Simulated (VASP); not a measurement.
KF:

```
CELL_PARAMETERS angstrom
3.17887 0.00000 0.00000
0.00000 3.17887 0.00000
0.00000 0.00000 3.17887
ATOMIC_POSITIONS crystal
K 0.00000 0.00000 0.00000
F 0.50000 0.50000 0.50000
```

Base run:

- Program: VASP 6.6.1
- Functional: PBE
- Dispersion: D3(BJ)
- Potentials or basis: VASP PAW PBE potentials, release 64 (K_sv, F)
- Cutoff: 600 eV
- k mesh: 6 × 6 × 6
- Occupations: gaussian, width 0.01 eV
- Spin: no spin polarisation

Its results: band gap on the k mesh 6.80 eV (least direct gap 6.84 eV); pressure 1.1 GPa.

After a change of settings the same cell gave: band gap on the k mesh 6.80 eV (least direct gap 6.84 eV); pressure 3.0 GPa. Which change was it?
A. dispersion from D3(BJ) to none; k mesh from 6 × 6 × 6 to 2 × 2 × 2
B. dispersion from D3(BJ) to none
C. functional from PBE to r2SCAN; dispersion from D3(BJ) to none; cutoff from 600 eV to 660 eV

B.

Dispersion adds attraction, which lowers the pressure at fixed volume and, as a term added to the energy, leaves the levels alone.

Caveats: the structure was generated, so it needn't be the stable form of KF.
